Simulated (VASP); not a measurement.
# AlN (Fm-3m) in VASP: further runs

The runs below take AlN through single point, with r2SCAN.

All numbers are computed with VASP 6.6.1; they aren't measurements. Logs are shortened: lines on timing, memory, paths and dates and some standing lists are left out, and cuts for length are marked.

### 1 The cell of the first run

It takes space group Fm-3m (No. 225, cubic). Conventional cell: a = 4.096 Å, b = 4.096 Å, c = 4.096 Å, α = 90.00°, β = 90.00°, γ = 90.00°. Al (site symmetry m-3m) has 6 N at 2.05 Å within 2.7 Å. Within 2.7 Å of N (site symmetry m-3m) lie 6 Al at 2.05 Å.

### 2 Single point, r2SCAN

Contents of POSCAR:

```
AlN
1.0
    0.0000000000      2.0479920218      2.0479920218
    2.0479920218      0.0000000000      2.0479920218
    2.0479920218      2.0479920218      0.0000000000
Al N
1 1
Direct
    0.5000000000      0.5000000000      0.5000000000
    0.0000000000      0.0000000000      0.0000000000
```

Contents of INCAR.step1:

```
SYSTEM = AlN
PREC = Accurate
ENCUT = 520
ISMEAR = -1
SIGMA = 0.05
LREAL = .FALSE.
LASPH = .TRUE.
NELM = 80
NBANDS = 11
GGA = PE
ALGO = Normal
EDIFF = 1E-4
LWAVE = .TRUE.
LCHARG = .FALSE.
```

Contents of INCAR.step2:

```
SYSTEM = AlN
PREC = Accurate
ENCUT = 520
EDIFF = 1E-6
ISMEAR = -1
SIGMA = 0.05
LREAL = .FALSE.
LASPH = .TRUE.
NELM = 80
ALGO = Normal
ISIF = 2
LWAVE = .FALSE.
LCHARG = .FALSE.
METAGGA = R2SCAN
LMIXTAU = .TRUE.
NBANDS = 11
ISTART = 1
```

Contents of KPOINTS:

```
regular mesh
0
G
  11 11 11
  0 0 0
```

Potentials or basis: VASP PAW PBE potentials, release 64 (Al, N).

Started as:

```bash
$ cat potpaw_PBE.64/Al/POTCAR potpaw_PBE.64/N/POTCAR > POTCAR
$ cp INCAR.step1 INCAR
$ mpirun -np 1 vasp_std > vasp.out
$ cp INCAR.step2 INCAR
$ mpirun -np 1 vasp_std > vasp.out
```

OUTCAR:

```text
SYSTEM = AlN
   PREC = Accurate
   ENCUT = 520
   EDIFF = 1E-6
   ISMEAR = -1
   LREAL = .FALSE.
   LASPH = .TRUE.
   NELM = 80
   ISIF = 2
   METAGGA = R2SCAN
   ISTART = 1

 ion  position               nearest neighbor table
   1  0.500  0.500  0.500-   2 2.05   2 2.05   2 2.05   2 2.05   2 2.05   2 2.05
   2  0.000  0.000  0.000-   1 2.05   1 2.05   1 2.05   1 2.05   1 2.05   1 2.05

  LATTYP: Found a face centered cubic cell.
 ALAT       =     4.0959840436

  Lattice vectors:

 A1 = (   0.0000000000,   2.0479920218,   2.0479920218)
 A2 = (   2.0479920218,   0.0000000000,   2.0479920218)
 A3 = (   2.0479920218,   2.0479920218,   0.0000000000)

Analysis of symmetry for initial positions (statically):
=====================================================================
 Subroutine PRICEL returns:
 Original cell was already a primitive cell.

 Routine SETGRP: Setting up the symmetry group for a
 face centered cubic supercell.

 Subroutine GETGRP returns: Found 48 space group operations
 (whereof 48 operations were pure point group operations)
 out of a pool of 48 trial point group operations.

The static configuration has the point symmetry O_h .

Analysis of symmetry for dynamics (positions and initial velocities):
=====================================================================
 Subroutine PRICEL returns:
 Original cell was already a primitive cell.

 Routine SETGRP: Setting up the symmetry group for a
 face centered cubic supercell.

 Subroutine GETGRP returns: Found 48 space group operations
 (whereof 48 operations were pure point group operations)
 out of a pool of 48 trial point group operations.

The dynamic configuration has the point symmetry O_h .

 Subroutine INISYM returns: Found 48 space group operations
 (whereof 48 operations are pure point group operations),
 and found     1 'primitive' translations

----------------------------------------------------------------------------------------

                                     Primitive cell

  volume of cell :      17.1797

  direct lattice vectors                    reciprocal lattice vectors
     0.000000000  2.047992022  2.047992022    -0.244141576  0.244141576  0.244141576
     2.047992022  0.000000000  2.047992022     0.244141576 -0.244141576  0.244141576
     2.047992022  2.047992022  0.000000000     0.244141576  0.244141576 -0.244141576

  length of vectors
     2.896298093  2.896298093  2.896298093     0.422865614  0.422865614  0.422865614

  position of ions in fractional coordinates (direct lattice)
     0.500000000  0.500000000  0.500000000
     0.000000000  0.000000000  0.000000000

  ion indices of the primitive-cell ions
   primitive index   ion index
                 1           1
                 2           2

----------------------------------------------------------------------------------------

 KPOINTS: regular mesh

Automatic generation of k-mesh.
 Grid dimensions read from file:
 generate k-points for:   11   11   11

 Generating k-lattice:

  Cartesian coordinates                     Fractional coordinates (reciprocal lattice)
    -0.022194689  0.022194689  0.022194689     0.090909091  0.000000000  0.000000000
     0.022194689 -0.022194689  0.022194689     0.000000000  0.090909091  0.000000000
     0.022194689  0.022194689 -0.022194689     0.000000000  0.000000000  0.090909091

  Length of vectors
     0.038442329  0.038442329  0.038442329

  Shift w.r.t. Gamma in fractional coordinates (k-lattice)
     0.000000000  0.000000000  0.000000000

 Subroutine IBZKPT returns following result:
 ===========================================

 Found     56 irreducible k-points:

 Following reciprocal coordinates:
            Coordinates               Weight
  0.000000  0.000000  0.000000      1.000000
  0.090909  0.000000  0.000000      8.000000
  0.181818  0.000000  0.000000      8.000000
  0.272727  0.000000  0.000000      8.000000
  0.363636  0.000000  0.000000      8.000000
  0.454545  0.000000  0.000000      8.000000
[... 16 lines left out ...]
 -0.272727  0.181818  0.000000     24.000000
 -0.181818  0.181818  0.000000     12.000000
 [... further k-points ...]
   k-points           NKPTS =     56   k-points in BZ     NKDIM =     56   number of bands    NBANDS=     11
   number of dos      NEDOS =    301   number of ions     NIONS =      2
   total plane-waves  NPLWV =  13824
   dimension x,y,z NGX =    24 NGY =   24 NGZ =   24
   dimension x,y,z NGXF=    48 NGYF=   48 NGZF=   48
   ions per type =               1   1
   NGX,Y,Z   is equivalent  to a cutoff of  13.78, 13.78, 13.78 a.u.
   NGXF,Y,Z  is equivalent  to a cutoff of  27.55, 27.55, 27.55 a.u.
 SYSTEM =  AlN
   PREC   = accura    normal or accurate (medium, high low for compatibility)
   ISTART =      1    job   : 0-new  1-cont  2-samecut
   ICHARG =      0    charge: 1-file 2-atom 10-const
   ISPIN  =      1    spin polarized calculation?
   LNONCOLLINEAR =      F non collinear calculations
   LSORBIT =      F    spin-orbit coupling
   LASPH  =      T    aspherical Exc in radial PAW
   ENCUT  =  520.0 eV  38.22 Ry    6.18 a.u.   5.39  5.39  5.39*2*pi/ulx,y,z
   NELM   =     80;   NELMIN=  2; NELMDL=  0     # of ELM steps
   EDIFF  = 0.1E-05   stopping-criterion for ELM
   LREAL  =      F    real-space projection
   EDIFFG = 0.1E-04   stopping-criterion for IOM
   NSW    =      0    number of steps for IOM
   IBRION =     -1    ionic relax: 0-MD 1-quasi-New 2-CG
   NFREE  =      0    steps in history (QN), initial steepest desc. (CG)
   ISIF   =      2    stress and relaxation
   ISYM   =      2    0-nonsym 1-usesym 2-fastsym
   POTIM  = 0.5000    time-step for ionic-motion
   TEBEG  =    0.0;   TEEND  =   0.0 temperature during run
   PSTRESS=    0.0 pullay stress
   NELECT =       8.0000    total number of electrons
   NUPDOWN=      -1.0000    fix difference up-down
   EMIN   =  10.00;   EMAX   =-10.00  energy-range for DOS
   EFERMI =   0.00;   METHOD = LEGACY
   ISMEAR =    -1;   SIGMA  =   0.05  broadening in eV -4-tet -1-fermi 0-gaus
   EFERMI_NEDOS =   21; number of points for ismear=-14 and -15
   IALGO  =     38    algorithm
   IMIX   =      4    mixing-type and parameters
     AMIX     =   0.40;   BMIX     =  1.00
     AMIX_MAG =   1.60;   BMIX_MAG =  1.00
  volume/ion in A,a.u.               =       8.59        57.97
  Fermi-wavevector in a.u.,A,eV,Ry     =   1.268917  2.397906 21.907427  1.610150
  Thomas-Fermi vector in A             =   2.401986
   LORBIT       =      0    0 simple, 1 ext, 2 COOP (PROOUT), +10 PAW based schemes
   METAGGA = R2SCAN    functional components
   LHFCALC =     F    Hartree Fock is set to
   AEXX    =    0.0000 exact exchange contribution
   IVDW    =     0    specifies the selected vdW correction
   LEPSILON=     F    determine dielectric tensor
   LRPA    =     F    only Hartree local field effects (RPA)
 non-spin polarized calculation
  energy-cutoff  :      520.00
  volume of cell :       17.18
 maximum number of plane-waves:       479
 NGX is ok and might be reduce to    24
   NGX = 11   NGY = 11   NGZ = 11

 number of electron       8.0000000 magnetization

 Free energy of the ion-electron system (eV)
  ---------------------------------------------------
  ext. energy  EPLUGINS =         0.00000000
  ---------------------------------------------------
  free energy    TOTEN  =       -18.86864649 eV

  energy without entropy =      -18.86864649  energy(sigma->0) =      -18.86864649

 E-fermi :  10.3142     XC(G=0): -12.6865

 val. band max:        9.2826776543   @ k =   0.0000   0.0000   0.0000
 cond. band min:      14.5103385517   @ k =   0.4545   0.4545   0.0000
 fundamental gap:      5.2276608974
 Fermi energy:        10.3141776264

 k-point     1 :       0.0000    0.0000    0.0000
  band No.  band energies     occupation
      1      -8.7667      2.00000
      2       9.2827      2.00000
      3       9.2827      2.00000
      4       9.2827      2.00000
      5      15.2261      0.00000
      6      22.0611      0.00000
      7      22.0611      0.00000
      8      22.0611      0.00000
      9      27.5578      0.00000
     10      27.5578      0.00000
     11      27.7430      0.00000

 k-point     2 :       0.0909    0.0000    0.0000
  band No.  band energies     occupation
      1      -8.6007      2.00000
      2       8.4167      2.00000
      3       9.1806      2.00000
      4       9.1806      2.00000
      5      15.7910      0.00000
      6      21.3349      0.00000
      7      22.3189      0.00000
      8      22.3189      0.00000
      9      26.2347      0.00000
     10      26.2347      0.00000
     11      28.4967      0.00000

 k-point     3 :       0.1818    0.0000    0.0000
  band No.  band energies     occupation
      1      -8.1164      2.00000
      2       6.5295      2.00000
      3       8.9236      2.00000
      4       8.9236      2.00000
      5      16.5626      0.00000
      6      20.7177      0.00000
      7      22.5887      0.00000
      8      22.5887      0.00000
      9      25.4666      0.00000
     10      25.4666      0.00000
     11      27.9096      0.00000

 k-point     4 :       0.2727    0.0000    0.0000
  band No.  band energies     occupation
      1      -7.3661      2.00000
      2       4.4092      2.00000
      3       8.6173      2.00000
      4       8.6173      2.00000
      5      16.5524      0.00000
      6      21.3494      0.00000
      7      22.0110      0.00000
      8      22.0111      0.00000
      9      26.5444      0.00000
     10      26.5444      0.00000
     11      27.1328      0.00000
[... 239 lines left out ...]
 k-point    22 :      -0.3636    0.1818    0.0000
  band No.  band energies     occupation
      1      -5.5926      2.00000
      2       2.1395      2.00000
      3       5.9432      2.00000
      4       7.9725      2.00000
      5      17.6291      0.00000
      6      19.4903      0.00000
      7      22.0460      0.00000
      8      22.3344      0.00000
      9      28.5625      0.00000
     10      28.8592      0.00000
     11      30.4890      0.00000

 k-point    23 :      -0.2727    0.1818    0.0000
  band No.  band energies     occupation
      1      -6.3242      2.00000
      2       3.3872      2.00000
      3       6.1128      2.00000
      4       8.3550      2.00000
      5      18.1684      0.00000
      6      20.0003      0.00000
      7      21.0503      0.00000
      8      22.1586      0.00000
      9      26.1936      0.00000
     10      29.5744      0.00000
     11      30.5476      0.00000

 k-point    24 :      -0.1818    0.1818    0.0000
  band No.  band energies     occupation
      1      -7.1233      2.00000
      2       4.7586      2.00000
      3       6.8377      2.00000
      4       8.7286      2.00000
      5      18.1943      0.00000
      6      19.9170      0.00000
      7      21.1042      0.00000
      8      22.5726      0.00000
      9      24.4719      0.00000
     10      28.7213      0.00000
     11      30.3925      0.00000

 [... further k-points ...]
[... 5 lines left out ...]
  --------------------------------------------------------------------------------------
  -------------------------------------------------------------------------------------
  Total       -1.2522284     -1.2522284     -1.2522284      0.0000000     -0.0000000      0.0000000
  in kB     -116.7829222   -116.7829222   -116.7829222      0.0000000     -0.0000000      0.0000000
  external PRESSURE =    -116.7829222 kB  Pullay stress =       0.0000000 kB

 VOLUME and BASIS-vectors are now :
 -----------------------------------------------------------------------------
  energy-cutoff  :      520.00
  volume of cell :       17.18
      direct lattice vectors                 reciprocal lattice vectors
     0.000000000  2.047992022  2.047992022    -0.244141576  0.244141576  0.244141576
     2.047992022  0.000000000  2.047992022     0.244141576 -0.244141576  0.244141576
     2.047992022  2.047992022  0.000000000     0.244141576  0.244141576 -0.244141576

 POSITION                                       TOTAL-FORCE (eV/Angst)
 -----------------------------------------------------------------------------------
      2.04799      2.04799      2.04799        -0.000000     -0.000000     -0.000000
      0.00000      0.00000      0.00000         0.000000      0.000000      0.000000
 -----------------------------------------------------------------------------------
    total drift:                                0.000000     -0.000000     -0.000000

  FREE ENERGIE OF THE ION-ELECTRON SYSTEM (eV)
  ---------------------------------------------------
  free  energy   TOTEN  =       -18.8686464931 eV

  energy  without entropy=      -18.8686464931  energy(sigma->0) =      -18.86864649
```

Wall time 65 s (1 thread of AMD EPYC 7R43 (Zen 3), shared host); peak memory 0.11 GiB.

What came out:

```yaml
Free_energy: -18.8686 eV
Pressure: -11.7 GPa
Band_gap_on_the_k_mesh: 5.23 eV, indirect (least direct gap 5.94 eV)
```

Levels at points of the mesh, in eV from the valence-band top:
| k point | band 1 | band 2 | band 3 | band 4 | band 5 | band 6 | band 7 | band 8 | band 9 |
| --- | --- | --- | --- | --- | --- | --- | --- | --- | --- |
| (0.00, 0.00, 0.00) | -18.05 | 0.00 | 0.00 | 0.00 | 5.94 | 12.78 | 12.78 | 12.78 | 18.28 |

Caveat: the PAW data sets were made with another functional, which shifts forces and pressure a little.

### 3 Single point, r2SCAN

This run uses another cell than the first one, of 8.76 Å³/atom, 1.020 times its volume.

Contents of POSCAR:

```
AlN
1.0
    0.0000000000      2.0612910439      2.0612910439
    2.0612910439      0.0000000000      2.0612910439
    2.0612910439      2.0612910439      0.0000000000
Al N
1 1
Direct
    0.5000000000      0.5000000000      0.5000000000
    0.0000000000      0.0000000000      0.0000000000
```

Contents of INCAR.step1:

```
SYSTEM = AlN
PREC = Accurate
ENCUT = 520
ISMEAR = -1
SIGMA = 0.05
LREAL = .False.
LASPH = .True.
NELM = 80
NBANDS = 11
GGA = PE
ALGO = Normal
EDIFF = 1E-4
LWAVE = .True.
LCHARG = .False.
```

Contents of INCAR.step2:

```
SYSTEM = AlN
PREC = Accurate
ENCUT = 520
EDIFF = 1E-6
ISMEAR = -1
SIGMA = 0.05
LREAL = .False.
LASPH = .True.
NELM = 80
ALGO = Normal
ISIF = 2
LWAVE = .False.
LCHARG = .False.
METAGGA = R2SCAN
LMIXTAU = .True.
NBANDS = 11
ISTART = 1
```

Contents of KPOINTS:

```
Automatic mesh
0
Gamma
  11 11 11
  0 0 0
```

Potentials or basis: VASP PAW PBE potentials, release 64 (Al, N).

Started as:

```bash
$ cat potpaw_PBE.64/Al/POTCAR potpaw_PBE.64/N/POTCAR > POTCAR
$ cp INCAR.step1 INCAR
$ mpirun -np 1 vasp_std > vasp.out
$ cp INCAR.step2 INCAR
$ mpirun -np 1 vasp_std > vasp.out
```

It took 53 s on 1 thread of AMD EPYC 7R43 (Zen 3), shared host; peak memory 0.1 GiB.

It converged, with:

```yaml
Free_energy: -18.8398 eV
Pressure: -16.0 GPa
Band_gap_on_the_k_mesh: 5.04 eV, indirect (least direct gap 5.67 eV)
```

Levels at points of the mesh, in eV from the valence-band top:
| k point | band 1 | band 2 | band 3 | band 4 | band 5 | band 6 | band 7 | band 8 |
| --- | --- | --- | --- | --- | --- | --- | --- | --- |
| (0.00, 0.00, 0.00) | -17.88 | 0.00 | 0.00 | 0.00 | 5.66 | 12.71 | 12.71 | 12.71 |

Caveat: the PAW data sets were made with another functional, which shifts forces and pressure a little. r2SCAN opens gaps a little over a GGA but as a rule still falls short of measured ones.
